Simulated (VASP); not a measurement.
AlN, 16 atoms in the cell. It takes space group Pnma (No. 62, orthorhombic). The conventional cell has a = 10.888 Å, b = 3.173 Å, c = 5.071 Å, α = 90.00°, β = 90.00°, γ = 90.00°. Within 2.5 Å of Al (site symmetry m) lie 4 N at 1.87 to 2.02 Å. Within 2.5 Å of Al (site symmetry m) lie 4 N at 1.87 to 1.92 Å. N (site symmetry m) has 4 Al at 1.87 to 2.02 Å within 2.5 Å. N (site symmetry m) has 4 Al at 1.88 to 1.92 Å within 2.5 Å. The cell was built from a structure type or drawn by symmetry, and may not be a known phase.

| Item | Value |
| --- | --- |
| Program | VASP 6.6.1 |
| Task | single point |
| Functional | PBE |
| Potentials or basis | VASP PAW PBE potentials, release 64 (Al, N) |
| Cutoff | 520 eV |
| k mesh | 2 × 6 × 4 |
| Occupations | gaussian, width 0.1 eV |
| Spin | no spin polarisation |
| Dipole correction | no |
| Further INCAR settings | LREAL = Auto; ALGO = Normal; EDIFF = 1e-06; NBANDS = 46 |

Potentials or basis: VASP PAW PBE potentials, release 64 (Al, N).

Launch:

```console
$ cat potpaw_PBE.64/Al/POTCAR potpaw_PBE.64/N/POTCAR > POTCAR
$ mpirun -np 1 vasp_std > vasp.out
```

Hardware: 1 thread of Intel(R) Xeon(R) 6975P-C (Granite Rapids), on a shared host.

**Question.** How long does it take, and how much memory?

**Answer.** It took 110 s on 1 thread of Intel(R) Xeon(R) 6975P-C (Granite Rapids) (shared host), peak memory 0.32 GiB. Counts: scf iterations 14, k points 24.
